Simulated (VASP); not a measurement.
# InSe (P6/mmm) in VASP: single point with PBE

Aim: the single point of InSe with PBE.

Everything below comes from runs of VASP 6.6.1. Logs are shortened: lines on timing, memory, paths and dates and some standing lists are left out, and cuts for length are marked.

## 1. The cell of the first run

Symmetry: P6/mmm, No. 191, hexagonal system. The conventional cell has a = 6.702 Å, b = 6.702 Å, c = 4.343 Å, α = 90.00°, β = 90.00°, γ = 120.00°. Within 3.8 Å of In (site symmetry mmm) lie 6 Se at 2.91 to 3.35 Å and 4 In at 3.35 Å. Within 4.5 Å of Se (site symmetry 6/mmm) lie 6 In at 3.35 Å and 14 Se at 4.34 to 4.44 Å. Se (site symmetry -6m2) has 6 In at 2.91 Å and 3 Se at 3.87 Å within 3.9 Å.

## 2. Single point, PBE

Input file INCAR:

```
PREC = Accurate ; ENCUT = 520
EDIFF = 1E-6 ; ISMEAR = 0
SIGMA = 0.1 ; LREAL = F
LASPH = T ; NELM = 80
ALGO = Normal ; ISIF = 2
LWAVE = F ; LCHARG = F
GGA = PE ; NBANDS = 38
```

Input file KPOINTS:

```
Automatic mesh
0
Gamma
  6 6 10
```

Input file POSCAR:

```
InSe
1.0
    6.7017478718      0.0000000000      0.0000000000
   -3.3508739359      5.8038839067      0.0000000000
    0.0000000000      0.0000000000      4.3425551650
In Se
3 3
Direct
    0.5000000000      0.0000000000      0.0000000000
    0.5000000000      0.5000000000      0.0000000000
    0.0000000000      0.5000000000      0.0000000000
    0.0000000000      0.0000000000      0.0000000000
    0.3333333333      0.6666666667      0.5000000000
    0.6666666667      0.3333333333      0.5000000000
```

Potentials or basis: VASP PAW PBE potentials, release 64 (In_d, Se).

Launch:

```bash
$ cat potpaw_PBE.64/In_d/POTCAR potpaw_PBE.64/Se/POTCAR > POTCAR
$ mpirun -np 1 vasp_std > vasp.out
```

OUTCAR:

```text
PREC = Accurate
   ENCUT = 520
   EDIFF = 1E-6
   ISMEAR = 0
   LREAL = F
   LASPH = T
   NELM = 80
   ISIF = 2
   GGA = PE

 ion  position               nearest neighbor table
   1  0.500  0.000  0.000-   5 2.91   6 2.91   5 2.91   6 2.91   2 3.35   3 3.35   2 3.35   3 3.35
                             4 3.35   4 3.35
   2  0.500  0.500  0.000-   5 2.91   6 2.91   5 2.91   6 2.91   1 3.35   4 3.35   1 3.35   4 3.35
                             3 3.35   3 3.35
   3  0.000  0.500  0.000-   5 2.91   6 2.91   5 2.91   6 2.91   1 3.35   4 3.35   4 3.35   1 3.35
                             2 3.35   2 3.35
   4  0.000  0.000  0.000-   2 3.35   3 3.35   3 3.35   2 3.35   1 3.35   1 3.35
   5  0.333  0.667  0.500-   1 2.91   1 2.91   3 2.91   3 2.91   2 2.91   2 2.91
   6  0.667  0.333  0.500-   1 2.91   1 2.91   3 2.91   3 2.91   2 2.91   2 2.91

  LATTYP: Found a hexagonal cell.
 ALAT       =     6.7017478718
 C/A-ratio  =     0.6479735209

  Lattice vectors:

 A1 = (   6.7017478718,   0.0000000000,   0.0000000000)
 A2 = (  -3.3508739359,   5.8038839067,   0.0000000000)
 A3 = (   0.0000000000,   0.0000000000,   4.3425551650)

Analysis of symmetry for initial positions (statically):
=====================================================================
 Subroutine PRICEL returns:
 Original cell was already a primitive cell.

 Routine SETGRP: Setting up the symmetry group for a
 hexagonal supercell.

 Subroutine GETGRP returns: Found 24 space group operations
 (whereof 24 operations were pure point group operations)
 out of a pool of 24 trial point group operations.

The static configuration has the point symmetry D_6h.

Analysis of symmetry for dynamics (positions and initial velocities):
=====================================================================
 Subroutine PRICEL returns:
 Original cell was already a primitive cell.

 Routine SETGRP: Setting up the symmetry group for a
 hexagonal supercell.

 Subroutine GETGRP returns: Found 24 space group operations
 (whereof 24 operations were pure point group operations)
 out of a pool of 24 trial point group operations.

The dynamic configuration has the point symmetry D_6h.

 Subroutine INISYM returns: Found 24 space group operations
 (whereof 24 operations are pure point group operations),
 and found     1 'primitive' translations

----------------------------------------------------------------------------------------

                                     Primitive cell

  volume of cell :     168.9087

  direct lattice vectors                    reciprocal lattice vectors
     6.701747872  0.000000000  0.000000000     0.149214805  0.086149208  0.000000000
    -3.350873936  5.803883907  0.000000000     0.000000000  0.172298415  0.000000000
     0.000000000  0.000000000  4.342555165     0.000000000  0.000000000  0.230279170

  length of vectors
     6.701747872  6.701747872  4.342555165     0.172298415  0.172298415  0.230279170

  position of ions in fractional coordinates (direct lattice)
     0.500000000  0.000000000  0.000000000
     0.500000000  0.500000000  0.000000000
     0.000000000  0.500000000  0.000000000
     0.000000000  0.000000000  0.000000000
     0.333333333  0.666666667  0.500000000
     0.666666667  0.333333333  0.500000000

  ion indices of the primitive-cell ions
   primitive index   ion index
                 1           1
                 2           2
                 3           3
                 4           4
                 5           5
                 6           6

----------------------------------------------------------------------------------------

 KPOINTS: Automatic mesh

Automatic generation of k-mesh.
 Grid dimensions read from file:
 generate k-points for:    6    6   10

 Generating k-lattice:

  Cartesian coordinates                     Fractional coordinates (reciprocal lattice)
     0.024869134  0.014358201  0.000000000     0.166666667  0.000000000  0.000000000
     0.000000000  0.028716403  0.000000000     0.000000000  0.166666667  0.000000000
     0.000000000  0.000000000  0.023027917     0.000000000  0.000000000  0.100000000

  Length of vectors
     0.028716403  0.028716403  0.023027917

  Shift w.r.t. Gamma in fractional coordinates (k-lattice)
     0.000000000  0.000000000  0.000000000

 Subroutine IBZKPT returns following result:
 ===========================================

 Found     42 irreducible k-points:

 Following reciprocal coordinates:
            Coordinates               Weight
  0.000000  0.000000  0.000000      1.000000
  0.166667  0.000000  0.000000      6.000000
  0.333333  0.000000  0.000000      6.000000
  0.500000  0.000000  0.000000      3.000000
  0.166667  0.166667  0.000000      6.000000
  0.333333  0.166667  0.000000     12.000000
[... 16 lines left out ...]
  0.166667  0.000000  0.300000     12.000000
  0.333333  0.000000  0.300000     12.000000
 [... further k-points ...]
   k-points           NKPTS =     42   k-points in BZ     NKDIM =     42   number of bands    NBANDS=     38
   number of dos      NEDOS =    301   number of ions     NIONS =      6
   total plane-waves  NPLWV =  80000
   dimension x,y,z NGX =    50 NGY =   50 NGZ =   32
   dimension x,y,z NGXF=   100 NGYF=  100 NGZF=   64
   ions per type =               3   3
   NGX,Y,Z   is equivalent  to a cutoff of  12.40, 12.40, 12.25 a.u.
   NGXF,Y,Z  is equivalent  to a cutoff of  24.81, 24.81, 24.50 a.u.
 SYSTEM =  unknown system
   PREC   = accura    normal or accurate (medium, high low for compatibility)
   ISTART =      0    job   : 0-new  1-cont  2-samecut
   ICHARG =      2    charge: 1-file 2-atom 10-const
   ISPIN  =      1    spin polarized calculation?
   LNONCOLLINEAR =      F non collinear calculations
   LSORBIT =      F    spin-orbit coupling
   LASPH  =      T    aspherical Exc in radial PAW
   ENCUT  =  520.0 eV  38.22 Ry    6.18 a.u.  12.46 12.46  8.07*2*pi/ulx,y,z
   NELM   =     80;   NELMIN=  2; NELMDL= -5     # of ELM steps
   EDIFF  = 0.1E-05   stopping-criterion for ELM
   LREAL  =      F    real-space projection
   EDIFFG = 0.1E-04   stopping-criterion for IOM
   NSW    =      0    number of steps for IOM
   IBRION =     -1    ionic relax: 0-MD 1-quasi-New 2-CG
   NFREE  =      0    steps in history (QN), initial steepest desc. (CG)
   ISIF   =      2    stress and relaxation
   ISYM   =      2    0-nonsym 1-usesym 2-fastsym
   POTIM  = 0.5000    time-step for ionic-motion
   TEBEG  =    0.0;   TEEND  =   0.0 temperature during run
   PSTRESS=    0.0 pullay stress
   NELECT =      57.0000    total number of electrons
   NUPDOWN=      -1.0000    fix difference up-down
   EMIN   =  10.00;   EMAX   =-10.00  energy-range for DOS
   EFERMI =   0.00;   METHOD = LEGACY
   ISMEAR =     0;   SIGMA  =   0.10  broadening in eV -4-tet -1-fermi 0-gaus
   EFERMI_NEDOS =   21; number of points for ismear=-14 and -15
   IALGO  =     38    algorithm
   IMIX   =      4    mixing-type and parameters
     AMIX     =   0.40;   BMIX     =  1.00
     AMIX_MAG =   1.60;   BMIX_MAG =  1.00
  volume/ion in A,a.u.               =      28.15       189.98
  Fermi-wavevector in a.u.,A,eV,Ry     =   1.139766  2.153846 17.674876  1.299067
  Thomas-Fermi vector in A             =   2.276469
   LORBIT       =      0    0 simple, 1 ext, 2 COOP (PROOUT), +10 PAW based schemes
   GGA     = PE    functional components
   LHFCALC =     F    Hartree Fock is set to
   AEXX    =    0.0000 exact exchange contribution
   IVDW    =     0    specifies the selected vdW correction
   LEPSILON=     F    determine dielectric tensor
   LRPA    =     F    only Hartree local field effects (RPA)
 non-spin polarized calculation
 Gauss-broadening in eV      SIGMA  =   0.10
  energy-cutoff  :      520.00
  volume of cell :      168.91
 maximum number of plane-waves:      4588
 NGX is ok and might be reduce to    50
   NGX = 25   NGY = 25   NGZ = 17

 number of electron      56.9999986 magnetization

 Free energy of the ion-electron system (eV)
  ---------------------------------------------------
  ext. energy  EPLUGINS =         0.00000000
  ---------------------------------------------------
  free energy    TOTEN  =       -19.04051736 eV

  energy without entropy =      -19.01693038  energy(sigma->0) =      -19.02872387

 E-fermi :   4.1696     XC(G=0):  -9.2138

 val. band max:        4.1642106160   @ k =   0.3333   0.1667   0.0000
 cond. band min:       4.1708405385   @ k =   0.3333   0.1667   0.2000
 fundamental gap:      0.0066299225
 Fermi energy:         4.1696360723

 k-point     1 :       0.0000    0.0000    0.0000
  band No.  band energies     occupation
      1     -10.6381      2.00000
      2     -10.4226      2.00000
      3     -10.4037      2.00000
      4     -10.4037      2.00000
      5     -10.3957      2.00000
      6     -10.2518      2.00000
[... 30 lines left out ...]
     37      10.5029      0.00000
     38      11.3740      0.00000

 k-point     2 :       0.1667    0.0000    0.0000
  band No.  band energies     occupation
      1     -10.6118      2.00000
      2     -10.4107      2.00000
      3     -10.4018      2.00000
      4     -10.3829      2.00000
      5     -10.3812      2.00000
      6     -10.2551      2.00000
[... 30 lines left out ...]
     37       9.4555      0.00000
     38      10.5717      0.00000

 k-point     3 :       0.3333    0.0000    0.0000
  band No.  band energies     occupation
      1     -10.5439      2.00000
      2     -10.3998      2.00000
      3     -10.3805      2.00000
      4     -10.3379      2.00000
      5     -10.3264      2.00000
      6     -10.2968      2.00000
[... 30 lines left out ...]
     37       9.2550      0.00000
     38      10.0948      0.00000

 k-point     4 :       0.5000    0.0000    0.0000
  band No.  band energies     occupation
      1     -10.4903      2.00000
      2     -10.3963      2.00000
      3     -10.3577      2.00000
      4     -10.3492      2.00000
      5     -10.2898      2.00000
      6     -10.2839      2.00000
[... 30 lines left out ...]
     37       9.1214      0.00000
     38       9.8907      0.00000
[... 703 lines left out ...]
      4     -10.4012      2.00000
      5     -10.3323      2.00000
      6     -10.2704      2.00000
[... 30 lines left out ...]
     37      10.3817      0.00000
     38      10.3819      0.00000

 k-point    23 :       0.1667    0.0000    0.3000
  band No.  band energies     occupation
      1     -10.6724      2.00000
      2     -10.5100      2.00000
      3     -10.3972      2.00000
      4     -10.3803      2.00000
      5     -10.3357      2.00000
      6     -10.2751      2.00000
[... 30 lines left out ...]
     37      10.2204      0.00000
     38      10.6427      0.00000

 k-point    24 :       0.3333    0.0000    0.3000
  band No.  band energies     occupation
      1     -10.6241      2.00000
      2     -10.4770      2.00000
      3     -10.3966      2.00000
      4     -10.3509      2.00000
      5     -10.3234      2.00000
      6     -10.2671      2.00000
[... 30 lines left out ...]
     37      10.2515      0.00000
     38      10.3329      0.00000

 [... further k-points ...]
[... 5 lines left out ...]
  --------------------------------------------------------------------------------------
  -------------------------------------------------------------------------------------
  Total       -0.0405573     -0.0405573     -0.0260038      0.0000000      0.0000000      0.0000000
  in kB       -0.3847048     -0.3847048     -0.2466585      0.0000000      0.0000000      0.0000000
  external PRESSURE =      -0.3386894 kB  Pullay stress =       0.0000000 kB

 VOLUME and BASIS-vectors are now :
 -----------------------------------------------------------------------------
  energy-cutoff  :      520.00
  volume of cell :      168.91
      direct lattice vectors                 reciprocal lattice vectors
     6.701747872  0.000000000  0.000000000     0.149214805  0.086149208  0.000000000
    -3.350873936  5.803883907  0.000000000     0.000000000  0.172298415  0.000000000
     0.000000000  0.000000000  4.342555165     0.000000000  0.000000000  0.230279170

 POSITION                                       TOTAL-FORCE (eV/Angst)
 -----------------------------------------------------------------------------------
      3.35087      0.00000      0.00000        -0.000000      0.000000      0.000000
      1.67544      2.90194      0.00000        -0.000000      0.000000      0.000000
     -1.67544      2.90194      0.00000        -0.000000      0.000000      0.000000
      0.00000      0.00000      0.00000        -0.000000      0.000000      0.000000
     -0.00000      3.86926      2.17128         0.000000      0.000000     -0.000000
      3.35087      1.93463      2.17128         0.000000      0.000000      0.000000
 -----------------------------------------------------------------------------------
    total drift:                               -0.000000      0.000000     -0.000000

  FREE ENERGIE OF THE ION-ELECTRON SYSTEM (eV)
  ---------------------------------------------------
  free  energy   TOTEN  =       -19.0405173598 eV

  energy  without entropy=      -19.0169303823  energy(sigma->0) =      -19.02872387
```

It took 3.4 min on 1 thread of Intel Xeon 6975P-C (Granite Rapids), shared host; peak memory 0.39 GiB.

Results:

- Free energy: -19.0405 eV
- Pressure: 0.0 GPa
- Band gap on the k mesh: zero (an odd number of electrons rules out a gap without spin polarisation)

Caveat: spin-orbit coupling is left out, which moves the levels of the heavy elements.
